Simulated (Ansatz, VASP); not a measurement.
**LuSi2 in VASP and in Ansatz**

```
Lu Si
1.0
     3.67345    0.00000    0.00000
    -1.83672    3.18130    0.00000
     0.00000    0.00000    3.96732
Lu Si
1 2
Direct
  0.00000 0.00000 0.00000
  0.33333 0.66667 0.50000
  0.66667 0.33333 0.50000
```

Change from the starting cell: volume scaled by 0.94.

Alike in both runs: task single point; functional PBEsol; k mesh 13 × 13 × 10; occupations fermi-dirac, width 0.05 eV; no spin polarisation.

```csv
,VASP,Ansatz
version,VASP 6.6.1,Ansatz 0.2.0
potentials or method,"VASP PAW PBE potentials, release 64 (Lu, Si), cutoff 600 eV","all-electron LAPW, scalar-relativistic"
```

Ansatz gave:

- pressure (GPa): 24.0
- traceless stress, the component that is largest in VASP (GPa): -22.94

Task: Which values does VASP return?

Result: Pressure (GPa): 24.8; traceless stress, the component that is largest in VASP (GPa): -22.98.

VASP's potentials were made for PBE, not for PBEsol. Ansatz ran all-electron here, and VASP with PAW potentials.

Neither program's run includes spin-orbit coupling.
